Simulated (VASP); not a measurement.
Input of a VASP 6.6.1 run:

The input INCAR:

```
ALGO = Normal
EDIFF = 1E-6
ENCUT = 520
GGA = PE
ISIF = 2
ISMEAR = 0
LASPH = True
LCHARG = False
LREAL = False
LWAVE = False
NBANDS = 46
NELM = 60
PREC = Accurate
SIGMA = 0.15
```

The input KPOINTS:

```
k-points
0
Gamma
  8 8 8
```

Contents of POSCAR:

```
GaSb
1.0
    6.1180000000      0.0000000000      0.0000000000
    0.0000000000     -6.1180000000      0.0000000000
    0.0000000000      0.0000000000     -6.1180000000
Ga Sb
4 4
Direct
    0.0000000000      0.5000000000      0.5000000000
    0.5000000000      0.0000000000      0.5000000000
    0.5000000000      0.5000000000      0.0000000000
    0.0000000000      0.0000000000      0.0000000000
    0.7500000000      0.7500000000      0.7500000000
    0.2500000000      0.2500000000      0.7500000000
    0.2500000000      0.7500000000      0.2500000000
    0.7500000000      0.2500000000      0.2500000000
```

Potentials or basis: VASP PAW PBE potentials, release 64 (Ga_d, Sb).

Command:

```sh
$ cat potpaw_PBE.64/Ga_d/POTCAR potpaw_PBE.64/Sb/POTCAR > POTCAR
$ mpirun -np 1 vasp_std > vasp.out
```

Question: Predict the pressure.

Answer: 2.4 GPa.
